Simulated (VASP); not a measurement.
# SnPb3S4 (I4/mmm) in VASP: notebook, part 2 of 2

VASP 6.6.1.

## Step 3: Single point, PBE

This run uses another cell than the first one, of the same volume but with other edges.

File INCAR:

```
PREC = Accurate ; ENCUT = 520
EDIFF = 1E-6 ; ISMEAR = 0
SIGMA = 0.2 ; LREAL = False
LASPH = True ; NELM = 60
ALGO = Normal ; ISIF = 2
LWAVE = False ; LCHARG = True
GGA = PE ; LELF = True
LVHAR = True ; NBANDS = 50
```

File KPOINTS:

```
Automatic mesh
0
Gamma
  4 4 4
```

File POSCAR:

```
SnPb3S4
1.0
    5.9728816000      0.0000000000      0.0000000000
    0.0000000000      5.9728816000      0.0000000000
   -2.9864408000     -2.9864408000      5.9720615000
Sn Pb S
1 3 4
Direct
    0.5000000000      0.5000000000      1.0000000000
    0.2500000000      0.7500000000      0.5000000000
    0.7500000000      0.2500000000      0.5000000000
    0.0000000000      0.0000000000      0.0000000000
    0.5000000000      0.0000000000      1.0000000000
    0.7458940000      0.7458940000      0.4917880000
    0.0000000000      0.5000000000      1.0000000000
    0.2541060000      0.2541060000      0.5082120000
```

Potentials or basis: VASP PAW PBE potentials, release 64 (Sn_d, Pb_d, S).

Launch:

```bash
cat potpaw_PBE.64/Sn_d/POTCAR potpaw_PBE.64/Pb_d/POTCAR potpaw_PBE.64/S/POTCAR > POTCAR
mpirun -np 1 vasp_std > vasp.out
```

OUTCAR:

```text
PREC = Accurate
   ENCUT = 520
   EDIFF = 1E-6
   ISMEAR = 0
   LREAL = False
   LASPH = True
   NELM = 60
   ISIF = 2
   GGA = PE

 ion  position               nearest neighbor table
   1  0.500  0.500  0.000-   6 2.94   8 2.94   7 2.99   5 2.99   5 2.99   7 2.99
   2  0.250  0.750  0.500-   5 2.99   7 2.99   6 2.99   8 2.99   8 2.99   6 2.99
   3  0.750  0.250  0.500-   7 2.99   5 2.99   8 2.99   8 2.99   6 2.99   6 2.99
   4  0.000  0.000  0.000-   5 2.99   7 2.99   7 2.99   5 2.99   8 3.04   6 3.04
   5  0.500  0.000  0.000-   3 2.99   2 2.99   4 2.99   1 2.99   1 2.99   4 2.99
   6  0.746  0.746  0.492-   1 2.94   3 2.99   2 2.99   2 2.99   3 2.99   4 3.04
   7  0.000  0.500  0.000-   2 2.99   3 2.99   4 2.99   1 2.99   4 2.99   1 2.99
   8  0.254  0.254  0.508-   1 2.94   2 2.99   3 2.99   2 2.99   3 2.99   4 3.04

  LATTYP: Found a body centered tetragonal cell.
 ALAT       =     5.9728816000
 C/A-ratio  =     1.9997253922

  Lattice vectors:

 A1 = (   2.9864408000,  -2.9864408000,  -5.9720615000)
 A2 = (  -2.9864408000,   2.9864408000,  -5.9720615000)
 A3 = (   2.9864408000,   2.9864408000,   5.9720615000)

Analysis of symmetry for initial positions (statically):
=====================================================================
 Subroutine PRICEL returns:
 Original cell was already a primitive cell.

 Routine SETGRP: Setting up the symmetry group for a
 body centered tetragonal supercell.

 Subroutine GETGRP returns: Found 16 space group operations
 (whereof 16 operations were pure point group operations)
 out of a pool of 16 trial point group operations.

The static configuration has the point symmetry D_4h.

Analysis of symmetry for dynamics (positions and initial velocities):
=====================================================================
 Subroutine PRICEL returns:
 Original cell was already a primitive cell.

 Routine SETGRP: Setting up the symmetry group for a
 body centered tetragonal supercell.

 Subroutine GETGRP returns: Found 16 space group operations
 (whereof 16 operations were pure point group operations)
 out of a pool of 16 trial point group operations.

The dynamic configuration has the point symmetry D_4h.

 Subroutine INISYM returns: Found 16 space group operations
 (whereof 16 operations are pure point group operations),
 and found     1 'primitive' translations

----------------------------------------------------------------------------------------

                                     Primitive cell

  volume of cell :     213.0552

  direct lattice vectors                    reciprocal lattice vectors
     5.972881600  0.000000000  0.000000000     0.167423376  0.000000000  0.083723183
     0.000000000  5.972881600  0.000000000     0.000000000  0.167423376  0.083723183
    -2.986440800 -2.986440800  5.972061500     0.000000000  0.000000000  0.167446367

  length of vectors
     5.972881600  5.972881600  7.314586514     0.187190166  0.187190166  0.167446367

  position of ions in fractional coordinates (direct lattice)
     0.500000000  0.500000000  0.000000000
     0.250000000  0.750000000  0.500000000
[... 51 lines left out ...]
 -0.250000  0.250000  0.000000      4.000000
  0.500000  0.500000 -0.000000      2.000000
  0.000000  0.000000  0.250000      2.000000
  0.250000  0.000000  0.250000      8.000000
  0.500000  0.000000  0.250000      4.000000
  0.250000  0.250000  0.250000      4.000000
  0.500000  0.500000  0.250000      2.000000
  0.000000  0.000000  0.500000      1.000000
   k-points           NKPTS =     13   k-points in BZ     NKDIM =     13   number of bands    NBANDS=     50
   number of dos      NEDOS =    301   number of ions     NIONS =      8
   total plane-waves  NPLWV = 124416
   dimension x,y,z NGX =    48 NGY =   48 NGZ =   54
   dimension x,y,z NGXF=    96 NGYF=   96 NGZF=  108
   ions per type =               1   3   4
   NGX,Y,Z   is equivalent  to a cutoff of  13.36, 13.36, 12.27 a.u.
   NGXF,Y,Z  is equivalent  to a cutoff of  26.72, 26.72, 24.55 a.u.
 SYSTEM =  unknown system
   PREC   = accura    normal or accurate (medium, high low for compatibility)
   ISTART =      0    job   : 0-new  1-cont  2-samecut
   ICHARG =      2    charge: 1-file 2-atom 10-const
   ISPIN  =      1    spin polarized calculation?
   LNONCOLLINEAR =      F non collinear calculations
   LSORBIT =      F    spin-orbit coupling
   LASPH  =      T    aspherical Exc in radial PAW
   ENCUT  =  520.0 eV  38.22 Ry    6.18 a.u.  11.11 11.11 13.60*2*pi/ulx,y,z
   NELM   =     60;   NELMIN=  2; NELMDL= -5     # of ELM steps
   EDIFF  = 0.1E-05   stopping-criterion for ELM
   LREAL  =      F    real-space projection
   EDIFFG = 0.1E-04   stopping-criterion for IOM
   NSW    =      0    number of steps for IOM
   IBRION =     -1    ionic relax: 0-MD 1-quasi-New 2-CG
   NFREE  =      0    steps in history (QN), initial steepest desc. (CG)
   ISIF   =      2    stress and relaxation
   ISYM   =      2    0-nonsym 1-usesym 2-fastsym
   POTIM  = 0.5000    time-step for ionic-motion
   TEBEG  =    0.0;   TEEND  =   0.0 temperature during run
   PSTRESS=    0.0 pullay stress
   NELECT =      80.0000    total number of electrons
   NUPDOWN=      -1.0000    fix difference up-down
   EMIN   =  10.00;   EMAX   =-10.00  energy-range for DOS
   EFERMI =   0.00;   METHOD = LEGACY
   ISMEAR =     0;   SIGMA  =   0.20  broadening in eV -4-tet -1-fermi 0-gaus
   EFERMI_NEDOS =   21; number of points for ismear=-14 and -15
   IALGO  =     38    algorithm
   IMIX   =      4    mixing-type and parameters
     AMIX     =   0.40;   BMIX     =  1.00
     AMIX_MAG =   1.60;   BMIX_MAG =  1.00
  volume/ion in A,a.u.               =      26.63       179.72
  Fermi-wavevector in a.u.,A,eV,Ry     =   1.181066  2.231891 18.978994  1.394917
  Thomas-Fermi vector in A             =   2.317346
   LORBIT       =      0    0 simple, 1 ext, 2 COOP (PROOUT), +10 PAW based schemes
   GGA     = PE    functional components
   LHFCALC =     F    Hartree Fock is set to
   AEXX    =    0.0000 exact exchange contribution
   IVDW    =     0    specifies the selected vdW correction
   LEPSILON=     F    determine dielectric tensor
   LRPA    =     F    only Hartree local field effects (RPA)
 non-spin polarized calculation
 Gauss-broadening in eV      SIGMA  =   0.20
  energy-cutoff  :      520.00
  volume of cell :      213.06
 maximum number of plane-waves:      5783
 NGX is ok and might be reduce to    48

 number of electron      79.9999984 magnetization

 Free energy of the ion-electron system (eV)
  ---------------------------------------------------
  ext. energy  EPLUGINS =         0.00000000
  ---------------------------------------------------
  free energy    TOTEN  =       -35.01077870 eV

  energy without entropy =      -35.00097742  energy(sigma->0) =      -35.00587806

 E-fermi :   5.8335     XC(G=0):  -9.5433

 val. band max:        5.4592493275   @ k =   0.5000   0.5000  -0.0000
 cond. band min:       5.8812618991   @ k =   0.5000   0.5000  -0.0000
 fundamental gap:      0.4220125717
 Fermi energy:         5.8335210836

 k-point     1 :       0.0000    0.0000    0.0000
  band No.  band energies     occupation
      1     -15.9140      2.00000
      2     -15.9121      2.00000
      3     -15.9080      2.00000
      4     -15.9065      2.00000
      5     -15.9065      2.00000
      6     -11.3836      2.00000
[... 678 lines left out ...]
     49      10.4009      0.00000
     50      10.4288      0.00000

------------------------ aborting loop because EDIFF is reached ----------------------------------------

  FORCE on cell =-STRESS in cart. coord.  units (eV):
  Direction    XX          YY          ZZ          XY          YZ          ZX
  --------------------------------------------------------------------------------------
  -------------------------------------------------------------------------------------
  Total        0.1194104      0.1194104     -0.5122363      0.0000000      0.0000000      0.0000000
  in kB        0.8979674      0.8979674     -3.8520228      0.0000000      0.0000000      0.0000000
  external PRESSURE =      -0.6853627 kB  Pullay stress =       0.0000000 kB

 VOLUME and BASIS-vectors are now :
 -----------------------------------------------------------------------------
  energy-cutoff  :      520.00
  volume of cell :      213.06
      direct lattice vectors                 reciprocal lattice vectors
     5.972881600  0.000000000  0.000000000     0.167423376  0.000000000  0.083723183
     0.000000000  5.972881600  0.000000000     0.000000000  0.167423376  0.083723183
    -2.986440800 -2.986440800  5.972061500     0.000000000  0.000000000  0.167446367

 POSITION                                       TOTAL-FORCE (eV/Angst)
 -----------------------------------------------------------------------------------
      2.98644      2.98644      0.00000        -0.000000     -0.000000      0.000000
      0.00000      2.98644      2.98603         0.000000      0.000000      0.000000
      2.98644      0.00000      2.98603        -0.000000     -0.000000     -0.000000
      0.00000      0.00000      0.00000        -0.000000     -0.000000      0.000000
      2.98644      0.00000      0.00000        -0.000000     -0.000000      0.000000
      2.98644      2.98644      2.93699         0.000000      0.000000     -0.023496
      0.00000      2.98644      0.00000        -0.000000     -0.000000      0.000000
      0.00000      0.00000      3.03507        -0.000000     -0.000000      0.023496
 -----------------------------------------------------------------------------------
    total drift:                               -0.000000      0.000000      0.000000

  FREE ENERGIE OF THE ION-ELECTRON SYSTEM (eV)
  ---------------------------------------------------
  free  energy   TOTEN  =       -35.0107787046 eV

  energy  without entropy=      -35.0009774156  energy(sigma->0) =      -35.00587806
```

Wall time 83 s (1 thread of Intel Xeon 6975P-C (Granite Rapids), shared host); peak memory 0.41 GiB.

Results:

| Quantity | Value |
| --- | --- |
| Free energy | -35.0108 eV |
| Pressure | -0.1 GPa |
| Largest force | 0.023 eV/Å |
| Band gap on the k mesh | 0.01 eV |

Forces in eV/Å, atoms in the order of the input:
```
Sn   0.000  0.000  0.000
Pb   0.000  0.000  0.000
Pb   0.000  0.000  0.000
Pb   0.000  0.000  0.000
S    0.000  0.000  0.000
S    0.000  0.000 -0.023
S    0.000  0.000  0.000
S    0.000  0.000  0.023
```

Caveat: the smearing spreads over this small gap; spin-orbit coupling is left out, which moves the levels of the heavy elements. A k mesh can miss the band edges.

The gap in the log of VASP goes by the Fermi energy; the results here count the filled bands.